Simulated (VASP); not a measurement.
The system is SrH12Br2O6.

```xyz
21
Lattice="8.2040 0.0000 0.0000 -4.1020 7.1049 0.0000 0.0000 0.0000 4.1590" Properties=species:S:1:pos:R:3 pbc="T T T"
Sr    0.0000    0.0000    0.0000
H    -0.9905    3.0777    3.7665
H     1.9319    4.7083    3.7665
H    -0.9414    6.4238    3.7665
H     3.1606    0.6811    0.3925
H     3.1115    4.0272    0.3925
H     6.0339    2.3966    0.3925
H     1.8612    1.6739    2.1360
H     5.8237    0.7749    2.1360
H     4.6210    4.6560    2.1360
H     0.5190    2.4488    2.0230
H    -2.2408    5.4309    2.0230
H     1.7217    6.3299    2.0230
Br    0.0000    4.7366    2.4318
Br    4.1020    2.3683    1.7272
O     6.4310    0.0000    2.0795
O    -3.2155    5.5694    2.0795
O     0.8865    1.5355    2.0795
O     2.5699    0.0000    0.0000
O    -1.2849    2.2256    0.0000
O     2.8171    4.8793    0.0000
```

Base run:

* Program: VASP 6.6.1
* Functional: r2SCAN
* Potentials or basis: VASP PAW PBE potentials, release 64 (Sr_sv, H, Br, O)
* Cutoff: 520 eV
* k mesh: 3 × 3 × 5
* Occupations: fermi-dirac, width 0.02 eV
* Spin: no spin polarisation

Its results: band gap on the k mesh 4.77 eV; pressure -1.2 GPa; largest force 0.382 eV/Å.

Question: The run is repeated on the same cell with these changes: functional from r2SCAN to LDA; potentials or basis from VASP PAW PBE potentials, release 64 (Sr_sv, H, Br, O) to VASP PAW LDA potentials, release 64 (Sr_sv, H, Br, O). What comes out?

Answer: Band gap on the k mesh 3.93 eV; pressure -1.8 GPa; largest force 0.501 eV/Å.

Caveats: the PAW data sets were made with another functional, which shifts forces and pressure a little (at least some runs).

